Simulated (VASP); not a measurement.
Wanted: the native input for a VASP 6.6.1 run.

```yaml
Task: single point
Functional: PBE
Potentials_or_basis: VASP PAW PBE potentials, release 64 (Ga_d)
Cutoff: 520 eV
k_mesh: 17 × 17 × 17
Occupations: fermi-dirac, width 0.05 eV
Spin: non-collinear spin, zero start, spin-orbit coupling
Starting_moments: "[[0.0, 0.0, 0.0]] μB"
Dipole_correction: no
Further_INCAR_settings: ALGO = Normal; EDIFF = 1e-06; NBANDS = 24
```

The structure of Ga lies in POSCAR:

```
Ga
1.0
   -1.6872275156      1.6872275156      1.6872275156
    1.6872275156     -1.6872275156      1.6872275156
    1.6872275156      1.6872275156     -1.6872275156
Ga
1
Direct
    0.0000000000      0.0000000000      0.0000000000
```

This isn't the form of Ga at room conditions, which is orthorhombic.

The input as run:

INCAR

```
PREC     = Accurate       # precision mode
ENCUT    = 520            # plane-wave cutoff, eV
EDIFF    = 1E-6           # SCF threshold, eV
ISMEAR   = -1             # smearing method
SIGMA    = 0.05           # smearing width, eV
LREAL    = F              # projectors in reciprocal space
LASPH    = T              # aspherical terms in the spheres
NELM     = 150            # most SCF steps
ALGO     = Normal         # electronic algorithm
ISIF     = 2              # what is computed and relaxed
LWAVE    = F              # write WAVECAR
LCHARG   = F              # write CHGCAR
MAGMOM   = 0 0 0          # initial moments
LORBIT   = 11             # projections on sites
LSORBIT  = T              # spin-orbit coupling
GGA_COMPAT= F            
LORBMOM  = T            
GGA      = PE             # functional
NBANDS   = 24             # bands
```

KPOINTS

```
regular mesh
0
Gamma
  17 17 17
```

Potentials or basis: VASP PAW PBE potentials, release 64 (Ga_d).

Launch:

```console
$ cat potpaw_PBE.64/Ga_d/POTCAR > POTCAR
$ mpirun -np 1 vasp_ncl > vasp.out
```

It gave:

```json
{
  "Pressure": "0.1 GPa",
  "Net moment": "0.00 μB per cell",
  "Valence electrons inside the program's atomic spheres": "Ga 11.51"
}
```

It took 2.6 min on 1 thread of Intel Xeon 8259CL (shared host), peak memory 0.27 GiB.
